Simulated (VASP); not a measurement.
# ZrB2 (P6/mmm) in VASP: settings compared

ZrB2 is run at these levels: PBE, r2SCAN; tasks: single point.

All numbers are computed with VASP 6.6.1; they aren't measurements. Logs are shortened: lines on timing, memory, paths and dates and some standing lists are left out, and cuts for length are marked.

### Step 1. The cell of the first run

The structure is hexagonal, space group P6/mmm (No. 191). Conventional cell: a = 3.171 Å, b = 3.171 Å, c = 3.543 Å, α = 90.00°, β = 90.00°, γ = 120.00°. Within 3.4 Å of Zr (site symmetry 6/mmm) lie 12 B at 2.55 Å and 6 Zr at 3.17 Å. Within 2.4 Å of B (site symmetry -6m2) lie 3 B at 1.83 Å.

### Step 2. Single point, PBE

Input file INCAR:

```
  PREC = Accurate
  ENCUT = 520
  EDIFF = 1E-6
  ISMEAR = -1
  SIGMA = 0.1
  LREAL = False
  LASPH = True
  NELM = 60
  ALGO = Normal
  ISIF = 2
  LWAVE = False
  LCHARG = False
  GGA = PE
  NBANDS = 16
```

Input file KPOINTS:

```
Automatic mesh
0
Gamma
  11 11 9
```

Input file POSCAR:

```
ZrB2
1.0
    3.1710531248      0.0000000000      0.0000000000
   -1.5855265624      2.7462125628      0.0000000000
    0.0000000000      0.0000000000      3.5429600847
Zr B
1 2
Direct
    0.0000000000      0.0000000000      0.0000000000
    0.3333333333      0.6666666667      0.5000000000
    0.6666666667      0.3333333333      0.5000000000
```

Potentials or basis: VASP PAW PBE potentials, release 64 (Zr_sv, B).

Run with:

```
cat potpaw_PBE.64/Zr_sv/POTCAR potpaw_PBE.64/B/POTCAR > POTCAR
mpirun -np 1 vasp_std > vasp.out
```

OUTCAR:

```text
PREC = Accurate
   ENCUT = 520
   EDIFF = 1E-6
   ISMEAR = -1
   LREAL = False
   LASPH = True
   NELM = 60
   ISIF = 2
   GGA = PE

 ion  position               nearest neighbor table
   1  0.000  0.000  0.000-   2 2.55   3 2.55   2 2.55   3 2.55   2 2.55   2 2.55   3 2.55   3 2.55
                             3 2.55   3 2.55   2 2.55   2 2.55
   2  0.333  0.667  0.500-   3 1.83   3 1.83   3 1.83   1 2.55   1 2.55   1 2.55   1 2.55   1 2.55
                             1 2.55
   3  0.667  0.333  0.500-   2 1.83   2 1.83   2 1.83   1 2.55   1 2.55   1 2.55   1 2.55   1 2.55
                             1 2.55

  LATTYP: Found a hexagonal cell.
 ALAT       =     3.1710531248
 C/A-ratio  =     1.1172818446

  Lattice vectors:

 A1 = (   3.1710531248,   0.0000000000,   0.0000000000)
 A2 = (  -1.5855265624,   2.7462125628,   0.0000000000)
 A3 = (   0.0000000000,   0.0000000000,   3.5429600847)

Analysis of symmetry for initial positions (statically):
=====================================================================
 Subroutine PRICEL returns:
 Original cell was already a primitive cell.

 Routine SETGRP: Setting up the symmetry group for a
 hexagonal supercell.

 Subroutine GETGRP returns: Found 24 space group operations
 (whereof 24 operations were pure point group operations)
 out of a pool of 24 trial point group operations.

The static configuration has the point symmetry D_6h.

Analysis of symmetry for dynamics (positions and initial velocities):
=====================================================================
 Subroutine PRICEL returns:
 Original cell was already a primitive cell.

 Routine SETGRP: Setting up the symmetry group for a
 hexagonal supercell.

 Subroutine GETGRP returns: Found 24 space group operations
 (whereof 24 operations were pure point group operations)
 out of a pool of 24 trial point group operations.

The dynamic configuration has the point symmetry D_6h.

 Subroutine INISYM returns: Found 24 space group operations
 (whereof 24 operations are pure point group operations),
 and found     1 'primitive' translations

----------------------------------------------------------------------------------------
[... 85 lines left out ...]
 SYSTEM =  unknown system
   PREC   = accura    normal or accurate (medium, high low for compatibility)
   ISTART =      0    job   : 0-new  1-cont  2-samecut
   ICHARG =      2    charge: 1-file 2-atom 10-const
   ISPIN  =      1    spin polarized calculation?
   LNONCOLLINEAR =      F non collinear calculations
   LSORBIT =      F    spin-orbit coupling
   LASPH  =      T    aspherical Exc in radial PAW
   ENCUT  =  520.0 eV  38.22 Ry    6.18 a.u.   5.90  5.90  6.59*2*pi/ulx,y,z
   NELM   =     60;   NELMIN=  2; NELMDL= -5     # of ELM steps
   EDIFF  = 0.1E-05   stopping-criterion for ELM
   LREAL  =      F    real-space projection
   EDIFFG = 0.1E-04   stopping-criterion for IOM
   NSW    =      0    number of steps for IOM
   IBRION =     -1    ionic relax: 0-MD 1-quasi-New 2-CG
   NFREE  =      0    steps in history (QN), initial steepest desc. (CG)
   ISIF   =      2    stress and relaxation
   ISYM   =      2    0-nonsym 1-usesym 2-fastsym
   POTIM  = 0.5000    time-step for ionic-motion
   TEBEG  =    0.0;   TEEND  =   0.0 temperature during run
   PSTRESS=    0.0 pullay stress
   NELECT =      18.0000    total number of electrons
   NUPDOWN=      -1.0000    fix difference up-down
   EMIN   =  10.00;   EMAX   =-10.00  energy-range for DOS
   EFERMI =   0.00;   METHOD = LEGACY
   ISMEAR =    -1;   SIGMA  =   0.10  broadening in eV -4-tet -1-fermi 0-gaus
   EFERMI_NEDOS =   21; number of points for ismear=-14 and -15
   IALGO  =     38    algorithm
   IMIX   =      4    mixing-type and parameters
     AMIX     =   0.40;   BMIX     =  1.00
     AMIX_MAG =   1.60;   BMIX_MAG =  1.00
  volume/ion in A,a.u.               =      10.28        69.40
  Fermi-wavevector in a.u.,A,eV,Ry     =   1.367932  2.585016 25.459720  1.871237
  Thomas-Fermi vector in A             =   2.493940
   LORBIT       =      0    0 simple, 1 ext, 2 COOP (PROOUT), +10 PAW based schemes
   GGA     = PE    functional components
   LHFCALC =     F    Hartree Fock is set to
   AEXX    =    0.0000 exact exchange contribution
   IVDW    =     0    specifies the selected vdW correction
   LEPSILON=     F    determine dielectric tensor
   LRPA    =     F    only Hartree local field effects (RPA)
 non-spin polarized calculation
  energy-cutoff  :      520.00
  volume of cell :       30.85
 maximum number of plane-waves:       846
 NGX is ok and might be reduce to    24
   NGX = 11   NGY = 11   NGZ = 13

 number of electron      18.0000000 magnetization

 Free energy of the ion-electron system (eV)
  ---------------------------------------------------
  ext. energy  EPLUGINS =         0.00000000
  ---------------------------------------------------
  free energy    TOTEN  =       -24.98485936 eV

  energy without entropy =      -24.97766265  energy(sigma->0) =      -24.98126101

 E-fermi :  10.4385     XC(G=0): -12.4266

 val. band max:       10.4338708972   @ k =   0.2727   0.1818   0.0000
 cond. band min:      10.6365056642   @ k =   0.0909   0.0000   0.3333
 fundamental gap:      0.2026347670
 Fermi energy:        10.4384626908

 k-point     1 :       0.0000    0.0000    0.0000
  band No.  band energies     occupation
      1     -38.1628      2.00000
      2     -16.3484      2.00000
      3     -15.7956      2.00000
      4     -15.7956      2.00000
      5      -2.2287      2.00000
      6       7.8811      2.00000
[... 433 lines left out ...]
      3     -16.2286      2.00000
      4     -15.9106      2.00000
      5      -1.0160      2.00000
      6       5.5945      2.00000
[... 8 lines left out ...]
     15      17.5258      0.00000
     16      18.6278      0.00000

 [... further k-points ...]
[... 5 lines left out ...]
  --------------------------------------------------------------------------------------
  -------------------------------------------------------------------------------------
  Total        0.0173318      0.0173318      0.0264751      0.0000000     -0.0000000     -0.0000000
  in kB        0.9000188      0.9000188      1.3748165      0.0000000     -0.0000000     -0.0000000
  external PRESSURE =       1.0582847 kB  Pullay stress =       0.0000000 kB

 VOLUME and BASIS-vectors are now :
 -----------------------------------------------------------------------------
  energy-cutoff  :      520.00
  volume of cell :       30.85
      direct lattice vectors                 reciprocal lattice vectors
     3.171053125  0.000000000  0.000000000     0.315352648  0.182068936  0.000000000
    -1.585526562  2.746212563  0.000000000     0.000000000  0.364137872  0.000000000
     0.000000000  0.000000000  3.542960085     0.000000000  0.000000000  0.282249863

 POSITION                                       TOTAL-FORCE (eV/Angst)
 -----------------------------------------------------------------------------------
      0.00000      0.00000      0.00000         0.000000      0.000000      0.000000
     -0.00000      1.83081      1.77148         0.000000      0.000000      0.000000
      1.58553      0.91540      1.77148        -0.000000     -0.000000      0.000000
 -----------------------------------------------------------------------------------
    total drift:                               -0.000000      0.000000      0.000000

  FREE ENERGIE OF THE ION-ELECTRON SYSTEM (eV)
  ---------------------------------------------------
  free  energy   TOTEN  =       -24.9848593637 eV

  energy  without entropy=      -24.9776626484  energy(sigma->0) =      -24.98126101
```

OSZICAR:

```text
N       E                     dE             d eps       ncg     rms          rms(c)
DAV:   1     0.101472138074E+03    0.10147E+03   -0.97158E+03  2560   0.112E+03
DAV:   2    -0.234636594850E+02   -0.12494E+03   -0.12014E+03  3304   0.290E+02
DAV:   3    -0.276233898618E+02   -0.41597E+01   -0.41440E+01  3952   0.442E+01
DAV:   4    -0.276689572543E+02   -0.45567E-01   -0.45559E-01  3136   0.462E+00
DAV:   5    -0.276700604670E+02   -0.11032E-02   -0.11032E-02  3824   0.450E-01    0.213E+01
DAV:   6    -0.250314778752E+02    0.26386E+01   -0.59163E+00  3320   0.161E+01    0.856E+00
DAV:   7    -0.249861663851E+02    0.45311E-01   -0.60162E-01  3488   0.489E+00    0.314E+00
DAV:   8    -0.249892949908E+02   -0.31286E-02   -0.95308E-02  3096   0.248E+00    0.403E-01
DAV:   9    -0.249852095597E+02    0.40854E-02   -0.20959E-02  3200   0.106E+00    0.217E-01
DAV:  10    -0.249848518044E+02    0.35776E-03   -0.18523E-03  3016   0.389E-01    0.351E-02
DAV:  11    -0.249848614980E+02   -0.96936E-05   -0.63591E-05  3208   0.763E-02    0.110E-02
DAV:  12    -0.249848593302E+02    0.21678E-05   -0.26649E-06  3008   0.134E-02    0.576E-03
DAV:  13    -0.249848593637E+02   -0.33584E-07   -0.23336E-07  1664   0.465E-03
   1 F= -.24984859E+02 E0= -.24981261E+02  d E =-.719672E-02
```

It took 21 s on 1 thread of AMD EPYC 9R45 (Zen 5), shared host; peak memory 0.14 GiB.

Results:

```
Free energy            : -24.9849 eV
Pressure               : 0.1 GPa
Band gap on the k mesh : zero (band 9 reaches 11.27 eV, above the bottom of band 10 at 10.02 eV)
```

### Step 3. Single point, r2SCAN

Input file POSCAR:

```
ZrB2
1.0
    3.1672097666      0.0000000000      0.0000000000
   -1.5836048833      2.7428841170      0.0000000000
    0.0000000000      0.0000000000      3.5525817905
Zr B
1 2
Direct
    0.0000000000      0.0000000000      0.0000000000
    0.3333333333      0.6666666667      0.5000000000
    0.6666666667      0.3333333333      0.5000000000
```

Input file INCAR.step1:

```
ALGO = Normal
EDIFF = 1E-4
ENCUT = 520
GGA = PE
ISMEAR = -1
LASPH = T
LCHARG = F
LREAL = F
LWAVE = T
NBANDS = 16
NELM = 100
PREC = Accurate
SIGMA = 0.1
```

Input file INCAR.step2:

```
ALGO = Normal
EDIFF = 1E-6
ENCUT = 520
ISIF = 2
ISMEAR = -1
ISTART = 1
LASPH = T
LCHARG = F
LMIXTAU = T
LREAL = F
LWAVE = F
METAGGA = R2SCAN
NBANDS = 16
NELM = 100
PREC = Accurate
SIGMA = 0.1
```

Input file KPOINTS:

```
k-points
0
Gamma
  11 11 9
```

Potentials or basis: VASP PAW PBE potentials, release 64 (Zr_sv, B).

Run with:

```
cat potpaw_PBE.64/Zr_sv/POTCAR potpaw_PBE.64/B/POTCAR > POTCAR
cp INCAR.step1 INCAR
mpirun -np 1 vasp_std > vasp.out
cp INCAR.step2 INCAR
mpirun -np 1 vasp_std > vasp.out
```

It took 91 s on 1 thread of AMD EPYC 9R45 (Zen 5), shared host; peak memory 0.14 GiB.

It converged, with:

```yaml
Free_energy: -40.6441 eV
Pressure: 0.0 GPa
Band_gap_on_the_k_mesh: zero (band 9 reaches 11.47 eV, above the bottom of band 10 at 10.11 eV)
```

Levels at points of the mesh, in eV from the Fermi level:
```csv
k point,band 7,band 8,band 9,band 10,band 11,band 12
"(0.00, 0.00, 0.00)",-2.68,-2.63,-2.61,3.65,3.65,4.42
```

Caveat: the PAW data sets were made with another functional, which shifts forces and pressure a little.
